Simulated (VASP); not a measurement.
# Be3CdF (P4/mmm) in VASP: a series of runs, part 2 of 2

VASP 6.6.1.

## 4. Single point, PBE

This run uses another cell than the first one, of 13.86 Å³/atom.

File INCAR:

```
PREC = Accurate
ENCUT = 520
EDIFF = 1E-6
ISMEAR = 0
SIGMA = 0.1
LREAL = False
LASPH = True
NELM = 100
ALGO = Normal
ISIF = 2
LWAVE = False
LCHARG = True
GGA = PE
LELF = True
LVHAR = True
NBANDS = 20
```

File KPOINTS:

```
regular mesh
0
Gamma
  10 10 8
```

File POSCAR:

```
Be3CdF
1.0
    3.6773870460      0.0000000000      0.0000000000
    0.0000000000      3.6773870460      0.0000000000
    0.0000000000      0.0000000000      5.1240228223
Be Cd F
3 1 1
Direct
    0.5000000000      0.5000000000      0.8083014739
    0.5000000000      0.5000000000      0.1916985261
    0.0000000000      0.0000000000      0.0000000000
    0.0000000000      0.0000000000      0.5000000000
    0.5000000000      0.5000000000      0.5000000000
```

Potentials or basis: VASP PAW PBE potentials, release 64 (Be, Cd, F).

Command:

```bash
$ cat potpaw_PBE.64/Be/POTCAR potpaw_PBE.64/Cd/POTCAR potpaw_PBE.64/F/POTCAR > POTCAR
$ mpirun -np 1 vasp_std > vasp.out
```

OUTCAR:

```text
PREC = Accurate
   ENCUT = 520
   EDIFF = 1E-6
   ISMEAR = 0
   LREAL = False
   LASPH = True
   NELM = 100
   ISIF = 2
   GGA = PE

 ion  position               nearest neighbor table
   1  0.500  0.500  0.808-   5 1.58   2 1.96   4 3.04   4 3.04   4 3.04   4 3.04
   2  0.500  0.500  0.192-   5 1.58   1 1.96   4 3.04   4 3.04   4 3.04   4 3.04
   3  0.000  0.000  0.000-   4 2.56   4 2.56
   4  0.000  0.000  0.500-   3 2.56   3 2.56   5 2.60   5 2.60   5 2.60   5 2.60   2 3.04   2 3.04
                             1 3.04   2 3.04   1 3.04   1 3.04   2 3.04   1 3.04
   5  0.500  0.500  0.500-   1 1.58   2 1.58   4 2.60   4 2.60   4 2.60   4 2.60

  LATTYP: Found a simple tetragonal cell.
 ALAT       =     3.6773870460
 C/A-ratio  =     1.3933868690

  Lattice vectors:

 A1 = (   3.6773870460,   0.0000000000,   0.0000000000)
 A2 = (   0.0000000000,   3.6773870460,   0.0000000000)
 A3 = (   0.0000000000,   0.0000000000,   5.1240228223)

Analysis of symmetry for initial positions (statically):
=====================================================================
 Subroutine PRICEL returns:
 Original cell was already a primitive cell.

 Routine SETGRP: Setting up the symmetry group for a
 simple tetragonal supercell.

 Subroutine GETGRP returns: Found 16 space group operations
 (whereof 16 operations were pure point group operations)
 out of a pool of 16 trial point group operations.

The static configuration has the point symmetry D_4h.

Analysis of symmetry for dynamics (positions and initial velocities):
=====================================================================
 Subroutine PRICEL returns:
 Original cell was already a primitive cell.

 Routine SETGRP: Setting up the symmetry group for a
 simple tetragonal supercell.

 Subroutine GETGRP returns: Found 16 space group operations
 (whereof 16 operations were pure point group operations)
[... 127 lines left out ...]
     AMIX     =   0.40;   BMIX     =  1.00
     AMIX_MAG =   1.60;   BMIX_MAG =  1.00
  volume/ion in A,a.u.               =      13.86        93.52
  Fermi-wavevector in a.u.,A,eV,Ry     =   1.165444  2.202371 18.480260  1.358261
  Thomas-Fermi vector in A             =   2.301970
   LORBIT       =      0    0 simple, 1 ext, 2 COOP (PROOUT), +10 PAW based schemes
   GGA     = PE    functional components
   LHFCALC =     F    Hartree Fock is set to
   AEXX    =    0.0000 exact exchange contribution
   IVDW    =     0    specifies the selected vdW correction
   LEPSILON=     F    determine dielectric tensor
   LRPA    =     F    only Hartree local field effects (RPA)
 non-spin polarized calculation
 Gauss-broadening in eV      SIGMA  =   0.10
  energy-cutoff  :      520.00
  volume of cell :       69.29
 maximum number of plane-waves:      1892
 NGX is ok and might be reduce to    28
   NGX = 13   NGY = 13   NGZ = 19

 number of electron      25.0000003 magnetization

 Free energy of the ion-electron system (eV)
  ---------------------------------------------------
  ext. energy  EPLUGINS =         0.00000000
  ---------------------------------------------------
  free energy    TOTEN  =       -14.18938683 eV

  energy without entropy =      -14.18385561  energy(sigma->0) =      -14.18662122

 E-fermi :   3.5928     XC(G=0):  -9.7601

 val. band max:        3.5709342642   @ k =   0.4000   0.4000   0.3750
 cond. band min:       3.6297789157   @ k =   0.4000   0.2000   0.1250
 fundamental gap:      0.0588446515
 Fermi energy:         3.5928347003

 k-point     1 :       0.0000    0.0000    0.0000
  band No.  band energies     occupation
      1     -24.2751      2.00000
      2      -7.5398      2.00000
      3      -5.7199      2.00000
      4      -5.5956      2.00000
      5      -5.4245      2.00000
      6      -5.3438      2.00000
[... 541 lines left out ...]
     19      10.7954      0.00000
     20      10.8202      0.00000

 [... further k-points ...]

------------------------ aborting loop because EDIFF is reached ----------------------------------------

  FORCE on cell =-STRESS in cart. coord.  units (eV):
  Direction    XX          YY          ZZ          XY          YZ          ZX
  --------------------------------------------------------------------------------------
  -------------------------------------------------------------------------------------
  Total        0.0271790      0.0271790      0.0767390      0.0000000     -0.0000000      0.0000000
  in kB        0.6284270      0.6284270      1.7743413      0.0000000     -0.0000000      0.0000000
  external PRESSURE =       1.0103984 kB  Pullay stress =       0.0000000 kB

 VOLUME and BASIS-vectors are now :
 -----------------------------------------------------------------------------
  energy-cutoff  :      520.00
  volume of cell :       69.29
      direct lattice vectors                 reciprocal lattice vectors
     3.677387046  0.000000000  0.000000000     0.271932214  0.000000000  0.000000000
     0.000000000  3.677387046  0.000000000     0.000000000  0.271932214  0.000000000
     0.000000000  0.000000000  5.124022822     0.000000000  0.000000000  0.195159162

 POSITION                                       TOTAL-FORCE (eV/Angst)
 -----------------------------------------------------------------------------------
      1.83869      1.83869      4.14176         0.000000      0.000000      0.030119
      1.83869      1.83869      0.98227        -0.000000     -0.000000     -0.030119
      0.00000      0.00000      0.00000         0.000000      0.000000      0.000000
      0.00000      0.00000      2.56201         0.000000      0.000000      0.000000
      1.83869      1.83869      2.56201         0.000000      0.000000      0.000000
 -----------------------------------------------------------------------------------
    total drift:                                0.000000      0.000000      0.000000

  FREE ENERGIE OF THE ION-ELECTRON SYSTEM (eV)
  ---------------------------------------------------
  free  energy   TOTEN  =       -14.1893868330 eV

  energy  without entropy=      -14.1838556141  energy(sigma->0) =      -14.18662122
```

OSZICAR:

```text
N       E                     dE             d eps       ncg     rms          rms(c)
DAV:   1     0.141978352273E+03    0.14198E+03   -0.12182E+04  4200   0.112E+03
DAV:   2    -0.754342019662E+01   -0.14952E+03   -0.14373E+03  4696   0.279E+02
DAV:   3    -0.154027005875E+02   -0.78593E+01   -0.78102E+01  5312   0.677E+01
DAV:   4    -0.154531121687E+02   -0.50412E-01   -0.50382E-01  4872   0.551E+00
DAV:   5    -0.154533850744E+02   -0.27291E-03   -0.27287E-03  5368   0.407E-01    0.570E+00
DAV:   6    -0.142951405439E+02    0.11582E+01   -0.27258E+00  5052   0.174E+01    0.362E+00
DAV:   7    -0.141959845411E+02    0.99156E-01   -0.51612E-01  5144   0.421E+00    0.173E+00
DAV:   8    -0.141885074321E+02    0.74771E-02   -0.64280E-02  5096   0.208E+00    0.344E-01
DAV:   9    -0.141891083642E+02   -0.60093E-03   -0.41141E-03  4880   0.818E-01    0.159E-01
DAV:  10    -0.141893935068E+02   -0.28514E-03   -0.91310E-04  4776   0.255E-01    0.437E-02
DAV:  11    -0.141894101625E+02   -0.16656E-04   -0.34171E-04  5472   0.205E-01    0.390E-02
DAV:  12    -0.141893871127E+02    0.23050E-04   -0.79435E-05  5452   0.116E-01    0.127E-02
DAV:  13    -0.141893868726E+02    0.24018E-06   -0.19881E-05  4692   0.337E-02    0.220E-03
DAV:  14    -0.141893868330E+02    0.39557E-07   -0.32485E-07  2776   0.555E-03
   1 F= -.14189387E+02 E0= -.14186621E+02  d E =-.553122E-02
```

stdout:

```text
POSCAR found type information on POSCAR BeCdF
 POSCAR found :  3 types and       5 ions
 scaLAPACK will be used
 LDA part: xc-table for (Slater+PW92), standard interpolation
 POSCAR, INCAR and KPOINTS ok, starting setup
 FFT: planning ... GRIDC
 FFT: planning ... GRID_SOFT
 FFT: planning ... GRID
 WAVECAR not read
 entering main loop
```

Wall time 87 s (1 thread of Intel Xeon Platinum 8488C (Sapphire Rapids), shared host); peak memory 0.28 GiB.

What came out:

- Free energy: -14.1894 eV
- Pressure: 0.1 GPa
- Largest force: 0.030 eV/Å
- Band gap on the k mesh: zero (an odd number of electrons rules out a gap without spin polarisation)

Forces in eV/Å, atoms in the order of the input:
```
Be   0.000  0.000  0.030
Be   0.000  0.000 -0.030
Be   0.000  0.000  0.000
Cd   0.000  0.000  0.000
F    0.000  0.000  0.000
```

Levels at points of the mesh, in eV from the Fermi level:
| k point | band 10 | band 11 | band 12 | band 13 | band 14 | band 15 |
| --- | --- | --- | --- | --- | --- | --- |
| (0.00, 0.00, 0.00) | -7.32 | -1.92 | -1.81 | 1.06 | 1.06 | 4.52 |
| (0.50, 0.00, 0.00) | -4.83 | -4.08 | -1.46 | 1.35 | 1.73 | 3.39 |
| (0.50, 0.50, 0.00) | -2.99 | -2.46 | -2.17 | -2.17 | 0.63 | 2.63 |
| (0.00, 0.00, 0.50) | -6.41 | -5.37 | 1.10 | 1.10 | 1.98 | 5.01 |
| (0.50, 0.00, 0.50) | -4.45 | -4.21 | -2.49 | -0.75 | 2.74 | 4.37 |
| (0.50, 0.50, 0.50) | -2.38 | -2.19 | -2.03 | -2.03 | -1.56 | 1.27 |

## 5. Relaxation of cell and atoms, PBE

File INCAR:

```
PREC = Accurate ; ENCUT = 600
EDIFF = 1E-7 ; ISMEAR = 0
SIGMA = 0.1 ; LREAL = F
LASPH = T ; NELM = 60
ALGO = Normal ; ISIF = 3
LWAVE = F ; LCHARG = F
GGA = PE ; IBRION = 2
NSW = 90 ; EDIFFG = -0.04
```

File KPOINTS:

```
regular mesh
0
Gamma
  6 6 4
```

File POSCAR:

```
Be3CdF
1.0
    2.8814080900      0.0000000000      0.0000000000
    0.0000000000      2.8814080900      0.0000000000
    0.0000000000      0.0000000000      7.0607612000
Be Cd F
3 1 1
Direct
    0.5000000000      0.5000000000      0.6696568300
    0.5000000000      0.5000000000      0.3303431700
    0.0000000000      0.0000000000      0.0000000000
    0.0000000000      0.0000000000      0.5000000000
    0.5000000000      0.5000000000      0.5000000000
```

Command:

```bash
$ cat potpaw_PBE.64/Be/POTCAR potpaw_PBE.64/Cd/POTCAR potpaw_PBE.64/F/POTCAR > POTCAR
$ mpirun -np 1 vasp_std > vasp.out
```

It took 8.7 min on 1 thread of Intel Xeon Platinum 8488C (Sapphire Rapids), shared host; peak memory 0.21 GiB.

Results (log left out):

```yaml
Free_energy: -14.0756 eV
Relaxed_volume: 13.37 Å³/atom
Relaxed_cell: a = 3.604 Å, b = 3.604 Å, c = 5.147 Å, α = 90.00°, β = 90.00°, γ = 90.00°
Space_group_after_relaxing_to_0.1_Å: P4/mmm (No. 123)
Pressure_after_relaxing: -0.1 GPa
Largest_force_after_relaxing: 0.020 eV/Å
Band_gap_on_the_k_mesh: zero (an odd number of electrons rules out a gap without spin polarisation)
```

Forces on the atoms (eV/Å):
```
Be   0.000  0.000 -0.020
Be   0.000  0.000  0.020
Be   0.000  0.000  0.000
Cd   0.000  0.000  0.000
F    0.000  0.000  0.000
```

Stress tensor (GPa, compression positive):
```
-0.26  0.00  0.00
 0.00 -0.26  0.00
 0.00  0.00  0.25
```

Final structure:
```xyz
5
Lattice="3.6035 0.0000 0.0000 0.0000 3.6035 0.0000 0.0000 0.0000 5.1466" Properties=species:S:1:pos:R:3 pbc="T T T"
Be    1.8018    1.8018    4.1684
Be    1.8018    1.8018    0.9782
Be    0.0000    0.0000    0.0000
Cd    0.0000    0.0000    2.5733
F     1.8018    1.8018    2.5733
```

Levels at points of the mesh, in eV from the Fermi level:
```
           k point  band 8  band 9  band 10  band 11  band 12  band 13  band 14  band 15  band 16
(0.00, 0.00, 0.00)   -8.75   -8.75    -7.35    -1.91    -1.87     1.24     1.24     4.98     5.61
(0.50, 0.00, 0.00)   -8.51   -7.21    -4.81    -3.97    -1.51     1.45     1.88     3.67     3.80
(0.50, 0.50, 0.00)   -8.97   -8.77    -2.77    -2.26    -2.17    -2.17     0.75     2.67     2.67
(0.00, 0.00, 0.50)   -8.74   -8.74    -6.47    -5.38     1.27     1.27     2.25     5.30     5.30
(0.50, 0.00, 0.50)   -8.42   -7.20    -4.48    -4.20    -2.28    -0.69     3.00     4.65     5.46
(0.50, 0.50, 0.50)   -8.95   -8.77    -2.19    -2.05    -2.05    -1.99    -1.37     1.41     1.41
```

Caveat: the k points lie up to 0.31 Å⁻¹ apart in the final cell, too coarse for converged energies and pressures of a metal; a cell axis changed by over 15 % at a fixed basis, so the end point is rough.

## 6. Single point, PBE, collinear spin

File INCAR:

```
  ALGO = Normal
  EDIFF = 1E-7
  ENCUT = 520
  GGA = PE
  ISIF = 2
  ISMEAR = 0
  ISPIN = 2
  LASPH = T
  LCHARG = F
  LORBIT = 11
  LREAL = F
  LWAVE = F
  MAGMOM = 0 0 0 0 1
  NBANDS = 24
  NELM = 150
  PREC = Accurate
  SIGMA = 0.1
```

File KPOINTS:

```
k-points
0
Gamma
  6 6 4
```

POSCAR is that of step 5.

Potentials or basis: VASP PAW PBE potentials, release 64 (Be, Cd, F).

Command:

```bash
$ cat potpaw_PBE.64/Be/POTCAR potpaw_PBE.64/Cd/POTCAR potpaw_PBE.64/F/POTCAR > POTCAR
$ mpirun -np 1 vasp_std > vasp.out
```

OUTCAR:

```text
EDIFF = 1E-7
   ENCUT = 520
   GGA = PE
   ISIF = 2
   ISMEAR = 0
   ISPIN = 2
   LASPH = T
   LORBIT = 11
   LREAL = F
   NELM = 150
   PREC = Accurate

 ion  position               nearest neighbor table
   1  0.500  0.500  0.670-   5 1.20   4 2.36   4 2.36   4 2.36   4 2.36
   2  0.500  0.500  0.330-   5 1.20   4 2.36   4 2.36   4 2.36   4 2.36
   3  0.000  0.000  0.000-
   4  0.000  0.000  0.500-   5 2.04   5 2.04   5 2.04   5 2.04   2 2.36   2 2.36   1 2.36   2 2.36
                             1 2.36   1 2.36   2 2.36   1 2.36
   5  0.500  0.500  0.500-   1 1.20   2 1.20   4 2.04   4 2.04   4 2.04   4 2.04
[... 1536 lines left out ...]
     0.000000000  0.000000000  7.060761200     0.000000000  0.000000000  0.141627789

 POSITION                                       TOTAL-FORCE (eV/Angst)
 -----------------------------------------------------------------------------------
      1.44070      1.44070      4.72829         0.000000     -0.000000     18.732003
      1.44070      1.44070      2.33247         0.000000      0.000000    -18.732003
      0.00000      0.00000      0.00000         0.000000      0.000000      0.000000
      0.00000      0.00000      3.53038         0.000000      0.000000      0.000000
      1.44070      1.44070      3.53038         0.000000      0.000000      0.000000
 -----------------------------------------------------------------------------------
    total drift:                                0.000000      0.000000     -0.000000

  FREE ENERGIE OF THE ION-ELECTRON SYSTEM (eV)
  ---------------------------------------------------
  free  energy   TOTEN  =        -0.0332128099 eV

  energy  without entropy=       -0.0223812534  energy(sigma->0) =       -0.02779703

 total charge

# of ion       s       p       d       tot
------------------------------------------
    1        0.545   1.258   0.000   1.803
    2        0.545   1.258   0.000   1.803
    3        0.349   0.272   0.000   0.622
    4        0.675   0.607   9.652  10.934
    5        1.844   4.769   0.000   6.613
--------------------------------------------------
tot          3.959   8.163   9.652  21.775

 magnetization (x)

# of ion       s       p       d       tot
------------------------------------------
    1        0.000   0.000   0.000   0.000
    2        0.000   0.000   0.000   0.000
    3       -0.000  -0.000   0.000  -0.000
    4       -0.000  -0.000   0.000  -0.000
    5       -0.000  -0.000   0.000  -0.000
--------------------------------------------------
tot          0.000   0.000   0.000   0.000
```

OSZICAR:

```text
N       E                     dE             d eps       ncg     rms          rms(c)
DAV:   1     0.177716889752E+03    0.17772E+03   -0.13035E+04  2888   0.981E+02
DAV:   2     0.467098819723E+01   -0.17305E+03   -0.16476E+03  3432   0.274E+02
DAV:   3    -0.189234306365E+01   -0.65633E+01   -0.65331E+01  3632   0.554E+01
DAV:   4    -0.192798230239E+01   -0.35639E-01   -0.35634E-01  3128   0.425E+00
DAV:   5    -0.192821887750E+01   -0.23658E-03   -0.23657E-03  3744   0.326E-01    0.179E+01
DAV:   6    -0.956274087894E-01    0.18326E+01   -0.48515E+00  3568   0.233E+01    0.137E+01
DAV:   7    -0.631278537844E-01    0.32500E-01   -0.84067E-01  3136   0.637E+00    0.857E+00
DAV:   8    -0.299539136367E-01    0.33174E-01   -0.15569E-01  3304   0.283E+00    0.237E+00
DAV:   9    -0.339734333111E-01   -0.40195E-02   -0.11187E-02  3360   0.728E-01    0.536E-01
DAV:  10    -0.333679645842E-01    0.60547E-03   -0.19412E-03  3376   0.330E-01    0.197E-01
DAV:  11    -0.332096806583E-01    0.15828E-03   -0.63490E-04  3304   0.166E-01    0.755E-02
DAV:  12    -0.332120266453E-01   -0.23460E-05   -0.41255E-05  3480   0.496E-02    0.204E-02
DAV:  13    -0.332133005145E-01   -0.12739E-05   -0.64085E-06  3336   0.196E-02    0.926E-03
DAV:  14    -0.332128771743E-01    0.42334E-06   -0.14331E-06  3152   0.783E-03    0.364E-03
DAV:  15    -0.332128098858E-01    0.67289E-07   -0.15908E-07  2784   0.301E-03
   1 F= -.33212810E-01 E0= -.27797032E-01  d E =-.108316E-01  mag=     0.0000
```

Wall time 46 s (1 thread of Intel Xeon Platinum 8488C (Sapphire Rapids), shared host); peak memory 0.24 GiB.

Results:

* Free energy: -0.0332 eV
* Pressure: 89.4 GPa
* Largest force: 18.732 eV/Å
* Net moment: 0.00 μB per cell
* Valence electrons inside the program's atomic spheres: Be 1.80, 0.62 (each value once); Cd 10.93; F 6.61

Forces in eV/Å, atoms in the order of the input:
```
Be    0.000   0.000  18.732
Be    0.000   0.000 -18.732
Be    0.000   0.000   0.000
Cd    0.000   0.000   0.000
F     0.000   0.000   0.000
```

Caveat: the k points lie up to 0.36 Å⁻¹ apart; forces of over 1 eV/Å act on the atoms, so gaps and moduli don't describe the material at rest.

## 7. Summary

| task | spin | cell | k mesh | cutoff (eV) | gap on the mesh (eV) | pressure (GPa) | largest force (eV/Å) |
| --- | --- | --- | --- | --- | --- | --- | --- |
| single point | off | a = 2.881, b = 2.881, c = 7.061 Å, 5 atoms, atomic positions A | 6 × 6 × 4 | 520 | none | 89.4 | 18.73 |
| single point | off | a = 3.676, b = 3.676, c = 5.117 Å, 5 atoms, atomic positions B | 6 × 6 × 4 | 520 | none | 0.2 | 0.04 |
| single point | off | a = 3.677, b = 3.677, c = 5.124 Å, 5 atoms, atomic positions C | 10 × 10 × 8 | 520 | none | 0.1 | 0.03 |
| relaxation of cell and atoms | off | relaxed from a = 2.881, b = 2.881, c = 7.061 Å, 5 atoms, atomic positions A | 6 × 6 × 4 | 600 | none | -0.1 | 0.02 |
| single point | collinear | a = 2.881, b = 2.881, c = 7.061 Å, 5 atoms, atomic positions A | 6 × 6 × 4 | 520 | none | 89.4 | 18.73 |

Alike in all rows: level PBE; potentials or basis VASP PAW PBE potentials, release 64 (Be, Cd, F); smearing gaussian 0.1 eV.

Caveats: some runs use coarse meshes; forces of over 1 eV/Å act on the atoms, so gaps and moduli don't describe the material at rest (at least some runs); a cell axis changed by over 15 % at a fixed basis, so the end point is rough (at least some runs).

Absolute energies hang on the potentials; compare differences alone.

The gap in the log of VASP goes by the Fermi energy; the results here count the filled bands.